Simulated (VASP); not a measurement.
# Tm3F (P4/mmm) in VASP: notebook, part 2 of 3

VASP 6.6.1. Earlier steps stand in the parts before.

## 3. Single point, PBE

This run uses another cell than the first one, of 25.45 Å³/atom.

INCAR reads:

```
  PREC = Accurate
  ENCUT = 600
  EDIFF = 1E-6
  ISMEAR = 0
  SIGMA = 0.1
  LREAL = F
  LASPH = T
  NELM = 200
  ALGO = Normal
  ISIF = 2
  LWAVE = F
  LCHARG = F
  GGA = PE
  NBANDS = 25
  GGA_COMPAT = F
  LMAXMIX = 6
```

KPOINTS reads:

```
Automatic mesh
0
Gamma
  4 4 6
```

POSCAR reads:

```
Tm3F
1.0
    5.4775791912      0.0000000000      0.0000000000
    0.0000000000      5.4775791912      0.0000000000
    0.0000000000      0.0000000000      3.3926384163
Tm F
3 1
Direct
    0.5000000000      0.5000000000      0.0000000000
    0.5000000000      0.0000000000      0.5000000000
    0.0000000000      0.5000000000      0.5000000000
    0.0000000000      0.0000000000      0.0000000000
```

Potentials or basis: VASP PAW PBE potentials, release 64 (Tm_3, F), 4f in core.

The run is started by

```bash
> cat potpaw_PBE.64/Tm_3/POTCAR potpaw_PBE.64/F/POTCAR > POTCAR
> mpirun -np 1 vasp_std > vasp.out
```

OUTCAR:

```text
PREC = Accurate
   ENCUT = 600
   EDIFF = 1E-6
   ISMEAR = 0
   LREAL = F
   LASPH = T
   NELM = 200
   ISIF = 2
   GGA = PE

 ion  position               nearest neighbor table
   1  0.500  0.500  0.000-   2 3.22   3 3.22   2 3.22   3 3.22   2 3.22   2 3.22   3 3.22   3 3.22

   2  0.500  0.000  0.500-   1 3.22   1 3.22   1 3.22   1 3.22
   3  0.000  0.500  0.500-   1 3.22   1 3.22   1 3.22   1 3.22
   4  0.000  0.000  0.000-

  LATTYP: Found a simple tetragonal cell.
 ALAT       =     5.4775791912
 C/A-ratio  =     0.6193682095

  Lattice vectors:

 A1 = (   5.4775791912,   0.0000000000,   0.0000000000)
 A2 = (   0.0000000000,   5.4775791912,   0.0000000000)
 A3 = (   0.0000000000,   0.0000000000,   3.3926384163)

Analysis of symmetry for initial positions (statically):
=====================================================================
 Subroutine PRICEL returns:
 Original cell was already a primitive cell.

 Routine SETGRP: Setting up the symmetry group for a
 simple tetragonal supercell.

 Subroutine GETGRP returns: Found 16 space group operations
 (whereof 16 operations were pure point group operations)
 out of a pool of 16 trial point group operations.

The static configuration has the point symmetry D_4h.

Analysis of symmetry for dynamics (positions and initial velocities):
=====================================================================
 Subroutine PRICEL returns:
 Original cell was already a primitive cell.

 Routine SETGRP: Setting up the symmetry group for a
 simple tetragonal supercell.

 Subroutine GETGRP returns: Found 16 space group operations
 (whereof 16 operations were pure point group operations)
 out of a pool of 16 trial point group operations.

The dynamic configuration has the point symmetry D_4h.
[... 116 lines left out ...]
   EFERMI =   0.00;   METHOD = LEGACY
   ISMEAR =     0;   SIGMA  =   0.10  broadening in eV -4-tet -1-fermi 0-gaus
   EFERMI_NEDOS =   21; number of points for ismear=-14 and -15
   IALGO  =     38    algorithm
   IMIX   =      4    mixing-type and parameters
     AMIX     =   0.40;   BMIX     =  1.00
     AMIX_MAG =   1.60;   BMIX_MAG =  1.00
  volume/ion in A,a.u.               =      25.45       171.73
  Fermi-wavevector in a.u.,A,eV,Ry     =   1.135872  2.146487 17.554316  1.290206
  Thomas-Fermi vector in A             =   2.272577
   LORBIT       =      0    0 simple, 1 ext, 2 COOP (PROOUT), +10 PAW based schemes
   GGA     = PE    functional components
   LHFCALC =     F    Hartree Fock is set to
   AEXX    =    0.0000 exact exchange contribution
   IVDW    =     0    specifies the selected vdW correction
   LEPSILON=     F    determine dielectric tensor
   LRPA    =     F    only Hartree local field effects (RPA)
 non-spin polarized calculation
 Gauss-broadening in eV      SIGMA  =   0.10
  energy-cutoff  :      600.00
  volume of cell :      101.79
 maximum number of plane-waves:      3420
 NGX is ok and might be reduce to    48

 number of electron      33.9999994 magnetization

 Free energy of the ion-electron system (eV)
  ---------------------------------------------------
  ext. energy  EPLUGINS =         0.00000000
  ---------------------------------------------------
  free energy    TOTEN  =       -16.94993982 eV

  energy without entropy =      -16.92250142  energy(sigma->0) =      -16.93622062

 E-fermi :   2.7461     XC(G=0):  -9.6719

 val. band max:        2.7413171235   @ k =   0.5000   0.0000   0.3333
 cond. band min:       2.7541152780   @ k =   0.2500   0.0000   0.5000
 fundamental gap:      0.0127981545
 Fermi energy:         2.7461216877

 k-point     1 :       0.0000    0.0000    0.0000
  band No.  band energies     occupation
      1     -23.2984      2.00000
      2     -23.2984      2.00000
      3     -23.1618      2.00000
      4     -23.1618      2.00000
      5     -22.9909      2.00000
      6     -22.9514      2.00000
[... 661 lines left out ...]
     24       5.6249      0.00000
     25       7.3751      0.00000

------------------------ aborting loop because EDIFF is reached ----------------------------------------

  FORCE on cell =-STRESS in cart. coord.  units (eV):
  Direction    XX          YY          ZZ          XY          YZ          ZX
  --------------------------------------------------------------------------------------
  -------------------------------------------------------------------------------------
  Total        0.2398500      0.2398500      0.2982295      0.0000000     -0.0000000      0.0000000
  in kB        3.7751602      3.7751602      4.6940342      0.0000000     -0.0000000      0.0000000
  external PRESSURE =       4.0814515 kB  Pullay stress =       0.0000000 kB

 VOLUME and BASIS-vectors are now :
 -----------------------------------------------------------------------------
  energy-cutoff  :      600.00
  volume of cell :      101.79
      direct lattice vectors                 reciprocal lattice vectors
     5.477579191  0.000000000  0.000000000     0.182562399  0.000000000  0.000000000
     0.000000000  5.477579191  0.000000000     0.000000000  0.182562399  0.000000000
     0.000000000  0.000000000  3.392638416     0.000000000  0.000000000  0.294755844

 POSITION                                       TOTAL-FORCE (eV/Angst)
 -----------------------------------------------------------------------------------
      2.73879      2.73879      0.00000         0.000000      0.000000      0.000000
      2.73879      0.00000      1.69632         0.000000      0.000000      0.000000
      0.00000      2.73879      1.69632         0.000000      0.000000      0.000000
      0.00000      0.00000      0.00000         0.000000      0.000000      0.000000
 -----------------------------------------------------------------------------------
    total drift:                                0.000000      0.000000     -0.000000

  FREE ENERGIE OF THE ION-ELECTRON SYSTEM (eV)
  ---------------------------------------------------
  free  energy   TOTEN  =       -16.9499398166 eV

  energy  without entropy=      -16.9225014244  energy(sigma->0) =      -16.93622062
```

Wall time 37 s (1 thread of Intel Xeon 6975P-C (Granite Rapids), shared host); peak memory 0.27 GiB.

Results:

* Free energy: -16.9499 eV
* Pressure: 0.4 GPa
* Band gap on the k mesh: zero (bands 17 and 18 overlap by 0.80 eV)

Levels at points of the mesh, in eV from the Fermi level:
```tsv
k point	band 15	band 16	band 17	band 18	band 19	band 20
(0.00, 0.00, 0.00)	-2.22	-1.77	-1.23	0.48	1.75	1.75
(0.50, 0.00, 0.00)	-2.50	-1.34	-0.12	0.38	0.49	1.32
(0.50, 0.50, 0.00)	-1.72	-1.72	0.01	0.16	0.16	1.16
(0.00, 0.00, 0.50)	-0.70	0.33	0.33	0.48	0.48	0.70
(0.50, 0.00, 0.50)	-1.48	-0.39	-0.20	0.42	0.48	0.90
(0.50, 0.50, 0.50)	-2.01	-2.01	-0.69	-0.46	1.92	2.06
```

Caveat: spin-orbit coupling is left out, which moves the levels of the heavy elements; the 4f electrons are frozen in the core, so they carry no moment and show no levels; the run has no spin polarisation, though such a crystal can be magnetic. Spin polarisation is off, so any magnetic state and its effect on volume and gap are missing.

## 4. Relaxation of cell and atoms, PBE

INCAR reads:

```
SYSTEM = Tm3F
PREC = Accurate ; ENCUT = 600
EDIFF = 1E-7 ; ISMEAR = 0
SIGMA = 0.1 ; LREAL = .FALSE.
LASPH = .TRUE. ; NELM = 200
ALGO = Normal ; ISIF = 3
LWAVE = .FALSE. ; LCHARG = .FALSE.
GGA = PE ; IBRION = 2
NSW = 90 ; EDIFFG = -0.04
GGA_COMPAT = .FALSE. ; NELMIN = 4
LMAXMIX = 6
```

KPOINTS reads:

```
Automatic mesh
0
G
  4 4 6
  0 0 0
```

POSCAR reads:

```
Tm3F
1.0
    5.4668161510      0.0000000000      0.0000000000
    0.0000000000      5.4668161510      0.0000000000
    0.0000000000      0.0000000000      3.4529147768
Tm F
3 1
Direct
    0.5000000000      0.5000000000      0.0000000000
    0.5000000000      0.0000000000      0.5000000000
    0.0000000000      0.5000000000      0.5000000000
    0.0000000000      0.0000000000      0.0000000000
```

The run is started by

```bash
> cat potpaw_PBE.64/Tm_3/POTCAR potpaw_PBE.64/F/POTCAR > POTCAR
> mpirun -np 1 vasp_std > vasp.out
```

Run time: 81 s. Hardware: 1 thread of Intel Xeon 6975P-C (Granite Rapids), shared host; peak memory 0.27 GiB.

It converged, with:

```yaml
Free_energy: -16.9517 eV
Relaxed_volume: 25.61 Å³/atom
Relaxed_cell: a = 5.487 Å, b = 5.487 Å, c = 3.403 Å, α = 90.00°, β = 90.00°, γ = 90.00°
Space_group_after_relaxing_to_0.1_Å: P4/mmm (No. 123)
Energy_gained_by_relaxing: 1.5 meV/atom
Ionic_steps: 3
Pressure_after_relaxing: 0.1 GPa
Band_gap_on_the_k_mesh: zero (bands 17 and 18 overlap by 0.79 eV)
```

Step by step:
```
step  energy change (eV)  largest force (eV/Å)  pressure (GPa)  volume (Å³)
   1              0.0000                0.0000           -0.19       103.19
   2             -0.0050                0.0000            0.01       102.74
   3             -0.0058                0.0000            0.14       102.45
```

Final structure:
```
Tm F
1.0
     5.48651    0.00000    0.00000
     0.00000    5.48651    0.00000
     0.00000    0.00000    3.40344
Tm F
3 1
Cartesian
  2.7433 2.7433 0.0000
  2.7433 0.0000 1.7017
  0.0000 2.7433 1.7017
  0.0000 0.0000 0.0000
```

Levels at points of the mesh, in eV from the Fermi level:
```csv
k point,band 14,band 15,band 16,band 17,band 18,band 19,band 20,band 21
"(0.00, 0.00, 0.00)",-3.97,-2.21,-1.76,-1.22,0.48,1.73,1.73,2.11
"(0.50, 0.00, 0.00)",-3.44,-2.51,-1.33,-0.12,0.37,0.49,1.32,1.85
"(0.50, 0.50, 0.00)",-2.53,-1.73,-1.73,0.01,0.17,0.17,1.16,2.05
"(0.00, 0.00, 0.50)",-1.38,-0.72,0.33,0.33,0.48,0.48,0.70,1.41
"(0.50, 0.00, 0.50)",-1.53,-1.47,-0.42,-0.20,0.42,0.48,0.90,0.94
"(0.50, 0.50, 0.50)",-2.16,-2.00,-2.00,-0.68,-0.45,1.88,2.05,2.05
```

Caveat: spin-orbit coupling is left out, which moves the levels of the heavy elements; the 4f electrons are frozen in the core, so they carry no moment and show no levels; the run has no spin polarisation, though such a crystal can be magnetic.

## 5. Single point, PBE

This run uses another cell than the first one: it holds 8 atoms, not 4.

INCAR reads:

```
SYSTEM = Tm3F
PREC = Accurate
ENCUT = 600
EDIFF = 1E-6
ISMEAR = 0
SIGMA = 0.2
LREAL = .FALSE.
LASPH = .TRUE.
NELM = 200
ALGO = Normal
ISIF = 2
LWAVE = .FALSE.
LCHARG = .FALSE.
GGA = PE
NBANDS = 44
GGA_COMPAT = .FALSE.
LMAXMIX = 6
```

KPOINTS reads:

```
regular mesh
0
G
  6 4 2
  0 0 0
```

POSCAR reads:

```
Tm3F
1.0
    0.0000000000      0.0000000000     -3.3847272571
    0.0000000000     -5.4802413619      0.0000000000
  -10.9604827237      0.0000000000      0.0000000000
Tm F
6 2
Direct
    0.0000000000      0.5000000000      0.7500000000
    0.0000000000      0.5000000000      0.2500000000
    0.5000000000      1.0000000000      0.7500000000
    0.5000000000      1.0000000000      0.2500000000
    0.5000000000      0.5000000000      0.5000000000
    0.5000000000      0.5000000000      1.0000000000
    0.0000000000      1.0000000000      1.0000000000
    0.0000000000      1.0000000000      0.5000000000
```

The run is started by

```bash
> cat potpaw_PBE.64/Tm_3/POTCAR potpaw_PBE.64/F/POTCAR > POTCAR
> mpirun -np 1 vasp_std > vasp.out
```

Run time: 3.5 min. Hardware: 1 thread of Intel Xeon 6975P-C (Granite Rapids), shared host; peak memory 0.45 GiB.

The run converged. Its results:

```
Free energy            : -33.9755 eV
Pressure               : 0.5 GPa
Band gap on the k mesh : zero (bands 34 and 35 overlap by 0.59 eV)
```

Levels at points of the mesh, in eV from the Fermi level:
| k point | band 31 | band 32 | band 33 | band 34 | band 35 | band 36 | band 37 | band 38 |
| --- | --- | --- | --- | --- | --- | --- | --- | --- |
| (0.00, 0.00, 0.00) | -1.79 | -1.36 | -1.26 | -0.15 | 0.36 | 0.47 | 0.47 | 1.30 |
| (0.50, 0.00, 0.00) | -0.40 | -0.22 | 0.31 | 0.31 | 0.40 | 0.45 | 0.45 | 0.46 |
| (0.00, 0.50, 0.00) | -1.75 | -1.36 | -0.15 | -0.01 | 0.14 | 0.14 | 0.36 | 0.47 |
| (0.50, 0.50, 0.00) | -1.50 | -0.71 | -0.49 | -0.40 | -0.22 | 0.40 | 0.46 | 0.88 |
| (0.00, 0.00, 0.50) | -1.60 | -1.60 | -0.90 | -0.90 | 0.49 | 0.49 | 1.37 | 1.37 |
| (0.50, 0.00, 0.50) | -0.07 | -0.07 | -0.01 | -0.01 | 0.33 | 0.33 | 0.34 | 0.34 |
| (0.00, 0.50, 0.50) | -1.33 | -1.33 | -0.16 | -0.16 | 0.06 | 0.06 | 0.39 | 0.39 |
| (0.50, 0.50, 0.50) | -1.55 | -1.55 | -0.32 | -0.32 | -0.28 | -0.28 | 1.16 | 1.16 |

Caveat: spin-orbit coupling is left out, which moves the levels of the heavy elements; the 4f electrons are frozen in the core, so they carry no moment and show no levels; the run has no spin polarisation, though such a crystal can be magnetic. With open d or f shells a metallic result of PBE can be an artefact of self-interaction; +U or a hybrid may open a gap.

(Part 2 of 3 ends here.)
